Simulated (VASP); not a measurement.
# In3SbAs4 (R-3m) in VASP: single point with PBEsol

Aim: the single point of In3SbAs4 with PBEsol.

All numbers are computed with VASP 6.6.1; they aren't measurements. Logs are shortened: lines on timing, memory, paths and dates and some standing lists are left out, and cuts for length are marked.

### Step 1. The cell of the first run

The structure is trigonal, space group R-3m (No. 166). Conventional cell: a = 4.040 Å, b = 4.040 Å, c = 38.831 Å, α = 90.00°, β = 90.00°, γ = 120.00°. Within 3.7 Å of In (site symmetry 3m) lie 6 As at 2.80 to 2.86 Å. Within 3.7 Å of In (site symmetry -3m) lie 6 As at 2.84 Å. Within 3.8 Å of Sb (site symmetry -3m) lie 6 As at 2.85 Å. Within 3.7 Å of As (site symmetry 3m) lie 6 In at 2.80 to 2.84 Å. As (site symmetry 3m) has 3 Sb at 2.85 Å and 3 In at 2.86 Å within 3.8 Å.

### Step 2. Single point, PBEsol

INCAR

```
SYSTEM = In3SbAs4
PREC = Accurate
ENCUT = 520
EDIFF = 1E-6
ISMEAR = -1
SIGMA = 0.03
LREAL = .False.
LASPH = .True.
NELM = 80
ALGO = Normal
ISIF = 2
LWAVE = .False.
LCHARG = .True.
GGA = PS
LELF = .True.
LVHAR = .True.
NBANDS = 42
```

KPOINTS

```
Automatic mesh
0
Gamma
  6 6 6
  0 0 0
```

POSCAR

```
In3SbAs4
1.0
    2.0202016277      1.1663639536     12.9438004856
   -2.0202016277      1.1663639536     12.9438004856
    0.0000000000     -2.3327279072     12.9438004856
In Sb As
3 1 4
Direct
    0.7515642977      0.7515642977      0.7515642977
    0.5000000000      0.5000000000      0.5000000000
    0.2484357023      0.2484357023      0.2484357023
    0.0000000000      0.0000000000      0.0000000000
    0.8752230532      0.8752230532      0.8752230532
    0.6244115524      0.6244115524      0.6244115524
    0.3755884476      0.3755884476      0.3755884476
    0.1247769468      0.1247769468      0.1247769468
```

Potentials or basis: VASP PAW PBE potentials, release 64 (In_d, Sb, As).

Launch:

```bash
$ cat potpaw_PBE.64/In_d/POTCAR potpaw_PBE.64/Sb/POTCAR potpaw_PBE.64/As/POTCAR > POTCAR
$ mpirun -np 1 vasp_std > vasp.out
```

OUTCAR:

```text
SYSTEM = In3SbAs4
   PREC = Accurate
   ENCUT = 520
   EDIFF = 1E-6
   ISMEAR = -1
   LREAL = .False.
   LASPH = .True.
   NELM = 80
   ISIF = 2
   GGA = PS

 ion  position               nearest neighbor table
   1  0.752  0.752  0.752-   8 2.80   8 2.80   8 2.80   7 2.86   7 2.86   7 2.86   2 3.94   2 3.94
                             2 3.94
   2  0.500  0.500  0.500-   8 2.84   8 2.84   5 2.84   5 2.84   8 2.84   5 2.84   1 3.94   3 3.94
                             1 3.94   3 3.94   1 3.94   3 3.94
   3  0.248  0.248  0.248-   5 2.80   5 2.80   5 2.80   6 2.86   6 2.86   6 2.86   2 3.94   2 3.94
                             2 3.94
   4  0.000  0.000  0.000-   6 2.85   6 2.85   7 2.85   7 2.85   6 2.85   7 2.85
   5  0.875  0.875  0.875-   3 2.80   3 2.80   3 2.80   2 2.84   2 2.84   2 2.84
   6  0.624  0.624  0.624-   4 2.85   4 2.85   4 2.85   3 2.86   3 2.86   3 2.86
   7  0.376  0.376  0.376-   4 2.85   4 2.85   4 2.85   1 2.86   1 2.86   1 2.86
   8  0.125  0.125  0.125-   1 2.80   1 2.80   1 2.80   2 2.84   2 2.84   2 2.84

  LATTYP: Found a trigonal (rhomboedric) cell.
 ALAT       =    13.1523226276
 COS(alpha) =     0.9528138524

  Lattice vectors:

 A1 = (   2.0202016277,   1.1663639536,  12.9438004856)
 A2 = (  -2.0202016277,   1.1663639536,  12.9438004856)
 A3 = (   0.0000000000,  -2.3327279072,  12.9438004856)

Analysis of symmetry for initial positions (statically):
=====================================================================
 Subroutine PRICEL returns:
 Original cell was already a primitive cell.

 Routine SETGRP: Setting up the symmetry group for a
 trigonal (rhombohedral) supercell.

 Subroutine GETGRP returns: Found 12 space group operations
 (whereof 12 operations were pure point group operations)
 out of a pool of 12 trial point group operations.

The static configuration has the point symmetry D_3d.

Analysis of symmetry for dynamics (positions and initial velocities):
=====================================================================
 Subroutine PRICEL returns:
 Original cell was already a primitive cell.

 Routine SETGRP: Setting up the symmetry group for a
 trigonal (rhombohedral) supercell.

 Subroutine GETGRP returns: Found 12 space group operations
 (whereof 12 operations were pure point group operations)
 out of a pool of 12 trial point group operations.

The dynamic configuration has the point symmetry D_3d.

 Subroutine INISYM returns: Found 12 space group operations
 (whereof 12 operations are pure point group operations),
 and found     1 'primitive' translations
[... 113 lines left out ...]
   ISIF   =      2    stress and relaxation
   ISYM   =      2    0-nonsym 1-usesym 2-fastsym
   POTIM  = 0.5000    time-step for ionic-motion
   TEBEG  =    0.0;   TEEND  =   0.0 temperature during run
   PSTRESS=    0.0 pullay stress
   NELECT =      64.0000    total number of electrons
   NUPDOWN=      -1.0000    fix difference up-down
   EMIN   =  10.00;   EMAX   =-10.00  energy-range for DOS
   EFERMI =   0.00;   METHOD = LEGACY
   ISMEAR =    -1;   SIGMA  =   0.03  broadening in eV -4-tet -1-fermi 0-gaus
   EFERMI_NEDOS =   21; number of points for ismear=-14 and -15
   IALGO  =     38    algorithm
   IMIX   =      4    mixing-type and parameters
     AMIX     =   0.40;   BMIX     =  1.00
     AMIX_MAG =   1.60;   BMIX_MAG =  1.00
  volume/ion in A,a.u.               =      22.87       154.36
  Fermi-wavevector in a.u.,A,eV,Ry     =   1.153420  2.179648 18.100892  1.330378
  Thomas-Fermi vector in A             =   2.290064
   LORBIT       =      0    0 simple, 1 ext, 2 COOP (PROOUT), +10 PAW based schemes
   GGA     = PS    functional components
   LHFCALC =     F    Hartree Fock is set to
   AEXX    =    0.0000 exact exchange contribution
   IVDW    =     0    specifies the selected vdW correction
   LEPSILON=     F    determine dielectric tensor
   LRPA    =     F    only Hartree local field effects (RPA)
 non-spin polarized calculation
  energy-cutoff  :      520.00
  volume of cell :      183.00
 maximum number of plane-waves:      4972
 NGX is ok and might be reduce to    98
   NGX = 49   NGY = 49   NGZ = 49

 number of electron      64.0000013 magnetization

 Free energy of the ion-electron system (eV)
  ---------------------------------------------------
  ext. energy  EPLUGINS =         0.00000000
  ---------------------------------------------------
  free energy    TOTEN  =       -34.26808784 eV

  energy without entropy =      -34.25469294  energy(sigma->0) =      -34.26139039

 E-fermi :   6.5385     XC(G=0): -10.4352

 val. band max:        6.5348945901   @ k =   0.3333   0.3333   0.3333
 cond. band min:       6.5413040135   @ k =   0.3333   0.3333  -0.0000
 fundamental gap:      0.0064094235
 Fermi energy:         6.5384603204

 k-point     1 :       0.0000    0.0000    0.0000
  band No.  band energies     occupation
      1      -7.8412      2.00000
      2      -7.8412      2.00000
      3      -7.8230      2.00000
      4      -7.8230      2.00000
      5      -7.7896      2.00000
      6      -7.7896      2.00000
[... 1069 lines left out ...]
     41      11.8891      0.00000
     42      12.2250      0.00000

 [... further k-points ...]

------------------------ aborting loop because EDIFF is reached ----------------------------------------

  FORCE on cell =-STRESS in cart. coord.  units (eV):
  Direction    XX          YY          ZZ          XY          YZ          ZX
  --------------------------------------------------------------------------------------
  -------------------------------------------------------------------------------------
  Total        0.1482111      0.1482111      0.1203874      0.0000000      0.0000000      0.0000000
  in kB        1.2976254      1.2976254      1.0540221      0.0000000      0.0000000      0.0000000
  external PRESSURE =       1.2164243 kB  Pullay stress =       0.0000000 kB

 VOLUME and BASIS-vectors are now :
 -----------------------------------------------------------------------------
  energy-cutoff  :      520.00
  volume of cell :      183.00
      direct lattice vectors                 reciprocal lattice vectors
     2.020201628  1.166363954 12.943800486     0.247500048  0.142894219  0.025752354
    -2.020201628  1.166363954 12.943800486    -0.247500048  0.142894219  0.025752354
     0.000000000 -2.332727907 12.943800486     0.000000000 -0.285788439  0.025752354

 POSITION                                       TOTAL-FORCE (eV/Angst)
 -----------------------------------------------------------------------------------
      0.00000      0.00000     29.18429        -0.000000     -0.000000     -0.006357
      0.00000      0.00000     19.41570         0.000000     -0.000000     -0.000000
      0.00000      0.00000      9.64711        -0.000000      0.000000      0.006357
      0.00000      0.00000      0.00000        -0.000000     -0.000000     -0.000000
      0.00000      0.00000     33.98614        -0.000000      0.000000      0.000088
      0.00000      0.00000     24.24678        -0.000000     -0.000000     -0.008483
      0.00000      0.00000     14.58463        -0.000000      0.000000      0.008483
      0.00000      0.00000      4.84526        -0.000000     -0.000000     -0.000088
 -----------------------------------------------------------------------------------
    total drift:                                0.000000     -0.000000      0.000000

  FREE ENERGIE OF THE ION-ELECTRON SYSTEM (eV)
  ---------------------------------------------------
  free  energy   TOTEN  =       -34.2680878362 eV

  energy  without entropy=      -34.2546929426  energy(sigma->0) =      -34.26139039
```

OSZICAR:

```text
N       E                     dE             d eps       ncg     rms          rms(c)
DAV:   1     0.579519740370E+03    0.57952E+03   -0.27403E+04  2688   0.166E+03
DAV:   2     0.391430256395E+02   -0.54038E+03   -0.52040E+03  2728   0.422E+02
DAV:   3    -0.308400868056E+02   -0.69983E+02   -0.66798E+02  3272   0.164E+02
DAV:   4    -0.349478227168E+02   -0.41077E+01   -0.40359E+01  3304   0.368E+01
DAV:   5    -0.351293256694E+02   -0.18150E+00   -0.18123E+00  3872   0.771E+00    0.771E+00
DAV:   6    -0.343109938741E+02    0.81833E+00   -0.21738E+00  3790   0.141E+01    0.416E+00
DAV:   7    -0.342928475548E+02    0.18146E-01   -0.92539E-01  3712   0.688E+00    0.221E+00
DAV:   8    -0.342720207501E+02    0.20827E-01   -0.19374E-01  3432   0.320E+00    0.692E-01
DAV:   9    -0.342682496436E+02    0.37711E-02   -0.32880E-02  3664   0.164E+00    0.475E-01
DAV:  10    -0.342682003458E+02    0.49298E-04   -0.45005E-03  3708   0.596E-01    0.271E-01
DAV:  11    -0.342680801410E+02    0.12020E-03   -0.10998E-03  3736   0.343E-01    0.581E-02
DAV:  12    -0.342680849897E+02   -0.48487E-05   -0.10500E-04  3588   0.137E-01    0.196E-02
DAV:  13    -0.342680885170E+02   -0.35273E-05   -0.29993E-05  3592   0.468E-02    0.930E-03
DAV:  14    -0.342680878362E+02    0.68085E-06   -0.52461E-06  2814   0.178E-02
   1 F= -.34268088E+02 E0= -.34261390E+02  d E =-.133949E-01
```

stdout:

```text
POSCAR found type information on POSCAR InSbAs
 POSCAR found :  3 types and       8 ions
 scaLAPACK will be used
 -----------------------------------------------------------------------------
|                                                                             |
|                                                                             |
|     You enforced a specific xc type in the INCAR file but a different       |
|     I HOPE YOU KNOW WHAT YOU ARE DOING!                                     |
|                                                                             |
 -----------------------------------------------------------------------------

 LDA part: xc-table for (Slater+PW92), standard interpolation
 POSCAR, INCAR and KPOINTS ok, starting setup
 FFT: planning ... GRIDC
 FFT: planning ... GRID_SOFT
 FFT: planning ... GRID
 WAVECAR not read
 entering main loop
```

It took 52 min on 1 thread of AMD EPYC 9R14 (Zen 4), shared host; peak memory 1.7 GiB.

What came out:

```
Free energy            : -34.2681 eV
Pressure               : 0.1 GPa
Largest force          : 0.008 eV/Å
Band gap on the k mesh : zero (bands 32 and 33 overlap by 1.15 eV)
```

Forces in eV/Å, atoms in the order of the input:
```
In   0.000  0.000 -0.006
In   0.000  0.000  0.000
In   0.000  0.000  0.006
Sb   0.000  0.000  0.000
As   0.000  0.000  0.000
As   0.000  0.000 -0.008
As   0.000  0.000  0.008
As   0.000  0.000  0.000
```

Caveat: the PAW data sets were made with another functional, which shifts forces and pressure a little; spin-orbit coupling is left out, which moves the levels of the heavy elements.
